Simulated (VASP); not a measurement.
Write the native input for VASP 6.6.1 that does the following.

```
Task                   : single point
Functional             : PBE
Potentials or basis    : VASP PAW PBE potentials, release 64 (Al)
Cutoff                 : 520 eV
k mesh                 : 2 × 2 × 2
Occupations            : gaussian, width 0.05 eV
Spin                   : no spin polarisation
Dipole correction      : no
Further INCAR settings : LREAL = Auto; ALGO = Normal; EDIFF = 1e-07; NBANDS = 72
```

The structure of Al (a cell with a defect) lies in POSCAR:

```
Al
1.0
    8.1000000000      0.0000000000      0.0000000000
    0.0000000000      8.1000000000      0.0000000000
    0.0000000000      0.0000000000      8.1000000000
Al
33
Direct
    0.5008120988     -0.0004330864     -0.0006972840
    0.7487264198      0.2507470370      0.0032832099
    0.7465875309      0.0028760494      0.2542841975
   -0.0022362963      0.0031523457      0.0028643210
    0.2513949383      0.2500337037      0.0149317284
    0.4998260494      0.5018296296     -0.0019582716
    0.7547937037      0.7502430864      0.0169611111
    0.2513356790      0.0169533333      0.2432607407
    0.5013887654      0.2506395062      0.2546833333
    0.7464311111      0.4977139506      0.2541630864
    0.4901918519     -0.0111276543      0.5098928395
    0.7464907407      0.2507766667      0.4998455556
    0.7565148148      0.0153792593      0.7491333333
   -0.0015639506      0.4980846914      0.0016841975
    0.2455365432      0.7513171605      0.0341933333
   -0.0028134568      0.2511651852      0.2525576543
    0.2514812346      0.4849333333      0.2438138272
    0.5119969136      0.7500300000      0.2453386420
    0.0026164198     -0.0011634568      0.4999086420
    0.2517309877      0.2492169136      0.4901228395
    0.4892845679      0.5120609877      0.5108355556
    0.7552490123      0.7499607407      0.4890000000
    0.2444929630      0.0512135802      0.7579934568
    0.5119329630      0.2490723457      0.7495367901
    0.7560645679      0.4857711111      0.7491416049
   -0.0188787654      0.7495903704      0.2424661728
    0.0041160494      0.5028033333      0.5015116049
    0.2405086420      0.7518998765      0.4188295062
   -0.0138283951      0.2496320988      0.7488814815
    0.2449927160      0.4436143210      0.7573843210
    0.5754238272      0.7515016049      0.7588691358
   -0.0367098765      0.7512491358      0.7561069136
    0.2764834568      0.7466123457      0.7172064198
```

The input as run:

INCAR

```
SYSTEM = Al
ALGO = Normal ; EDIFF = 1E-7
ENCUT = 520 ; GGA = PE
ISIF = 2 ; ISMEAR = 0
LASPH = .True. ; LCHARG = .False.
LREAL = Auto ; LWAVE = .False.
NBANDS = 72 ; NELM = 100
PREC = Accurate ; SIGMA = 0.05
```

KPOINTS

```
k-points
0
Gamma
  2 2 2
  0 0 0
```

Potentials or basis: VASP PAW PBE potentials, release 64 (Al).

The run is started by

```bash
$ cat potpaw_PBE.64/Al/POTCAR > POTCAR
$ mpirun -np 1 vasp_std > vasp.out
```

Results of the run:

| Property | Result |
| --- | --- |
| Pressure | 4.7 GPa |
| Largest force | 0.135 eV/Å |
| Band gap on the k mesh | zero (an odd number of electrons rules out a gap without spin polarisation) |

Caveat: the k points lie up to 0.39 Å⁻¹ apart, too coarse for converged energies and pressures of a metal.

It took 14 min on 1 thread of Intel Xeon 8259CL, with other jobs on the host, peak memory 0.56 GiB.
